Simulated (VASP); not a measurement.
Ag, 1 atom in the cell. The structure is cubic, space group Im-3m (No. 229). Conventional cell: a = 2.560 Å, b = 2.560 Å, c = 2.560 Å, α = 90.00°, β = 90.00°, γ = 90.00°. Within 2.9 Å of Ag (site symmetry m-3m) lie 14 Ag at 2.22 to 2.56 Å.  This cell differs from its parent crystal: volume scaled by 0.5.

- Program: VASP 6.6.1
- Task: single point
- Functional: PBEsol
- Potentials or basis: VASP PAW PBE potentials, release 64 (Ag)
- Cutoff: 520 eV
- k mesh: 18 × 18 × 18
- Occupations: fermi-dirac, width 0.08 eV
- Spin: no spin polarisation
- Dipole correction: no
- Further INCAR settings: ALGO = Normal; EDIFF = 1e-06; NBANDS = 12

Potentials or basis: VASP PAW PBE potentials, release 64 (Ag).

The run is started by

```bash
$ cat potpaw_PBE.64/Ag/POTCAR > POTCAR
$ mpirun -np 1 vasp_std > vasp.out
```

Hardware: 1 thread of AMD EPYC 7R13 (shared host).

Question: Estimate the wall time of this run.

Answer: Wall time 31 s on 1 thread of AMD EPYC 7R13, with other jobs on the host, peak memory 0.1 GiB. Counts: scf iterations 11, k points 195.
